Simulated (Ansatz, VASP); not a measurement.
Two plane-wave programs on MnSb

```xyz
2
Lattice="0.0000 2.7950 2.7950 2.7950 0.0000 2.7950 2.7950 2.7950 0.0000" Properties=species:S:1:pos:R:3 pbc="T T T"
Mn    0.0000    0.0000    0.0000
Sb    2.7950    2.7950    2.7950
```

Alike in both runs: task single point; functional PBE; k mesh 4 × 4 × 4; occupations gaussian, width 0.1 eV; collinear spin.

```csv
,VASP,Ansatz
version,VASP 6.6.1,Ansatz 0.2.0
potentials or method,"VASP PAW PBE potentials, release 64 (Mn_pv, Sb), cutoff 520 eV","scalar-relativistic, plane waves, PAW"
valence electrons in the cell,18,30
```

|  | VASP | Ansatz | Ansatz less VASP |
| --- | --- | --- | --- |
| gap on the k mesh at the Fermi level (eV) | none | none | - |
| pressure (GPa) | -0.2 | -0.2 | +0.01 |
| net moment per atom (μB) | 1.91 | 1.91 | 0.000 |
| size of the moment on the site where the two differ most (μB) | 3.76 | 3.80 | +0.038 |

Site moments also hang on the region over which each program counts them. A gap of «none» marks a metal or a gap that the smearing closes. With one functional, cell and mesh, what is left measures potentials, basis and numerics. VASP's potentials hold 18 valence electrons a cell and Ansatz's 30, so a difference there can come from the potentials and not from the codes.

The k mesh is coarse, so the values compare programs but aren't converged. Spin-orbit coupling is off throughout.
